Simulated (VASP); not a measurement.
# SiC (3C silicon carbide): relaxation of cell and atoms with PBE

Crystal: SiC (3C silicon carbide).

```xyz
2
Lattice="0.0000 2.1800 2.1800 2.1800 0.0000 2.1800 2.1800 2.1800 0.0000" Properties=species:S:1:pos:R:3 pbc="T T T"
Si    0.0000    0.0000    0.0000
C     1.0900    1.0900    1.0900
```

- Program: VASP 6.6.1
- Task: relaxation of cell and atoms
- Functional: PBE
- Potentials or basis: VASP PAW PBE potentials, release 64 (Si, C)
- Cutoff: 600 eV
- k mesh: 10 × 10 × 10
- Occupations: gaussian, width 0.01 eV
- Spin: no spin polarisation
- Dipole correction: no
- Further INCAR settings: ALGO = Normal; EDIFF = 1e-06; IBRION = 2; EDIFFG = -0.002; NSW = 80; ISIF = 3

The relaxed volume is 10.49 Å³/atom. The relaxed cell is a = 3.096 Å, b = 3.096 Å, c = 3.096 Å, α = 60.00°, β = 60.00°, γ = 60.00°. The space group after relaxing (to 0.05 Å) is F-43m (No. 216). The energy gained by relaxing is 1.1 meV/atom, the ionic steps are 3 and the pressure after relaxing is 0.0 GPa. The band gap on the k mesh is 1.37 eV, indirect (least direct gap 4.53 eV).

The path:
```tsv
step	energy change (eV)	largest force (eV/Å)	pressure (GPa)	volume (Å³)
1	0.0000	0.0000	2.77	20.72
2	0.0001	0.0000	-2.71	21.26
3	-0.0023	0.0000	0.01	20.98
```

Final structure:
```
Si C
1.0
     0.00000    2.18924    2.18924
     2.18924    0.00000    2.18924
     2.18924    2.18924    0.00000
Si C
1 1
Direct
  0.00000 0.00000 0.00000
  0.25000 0.25000 0.25000
```

Levels at points of the mesh, in eV from the valence-band top:
| k point | band 2 | band 3 | band 4 | band 5 | band 6 | band 7 |
| --- | --- | --- | --- | --- | --- | --- |
| (0.00, 0.00, 0.00) | 0.00 | 0.00 | 0.00 | 6.07 | 7.21 | 7.21 |
| (0.50, 0.00, 0.00) | -8.46 | -1.05 | -1.05 | 5.31 | 7.17 | 7.17 |
| (0.50, 0.50, 0.00) | -7.75 | -3.16 | -3.16 | 1.37 | 4.27 | 13.87 |

Run time: 34 s on 1 thread of Intel Xeon 8259CL (shared host), peak memory 0.15 GiB.

A k mesh can miss the band edges.
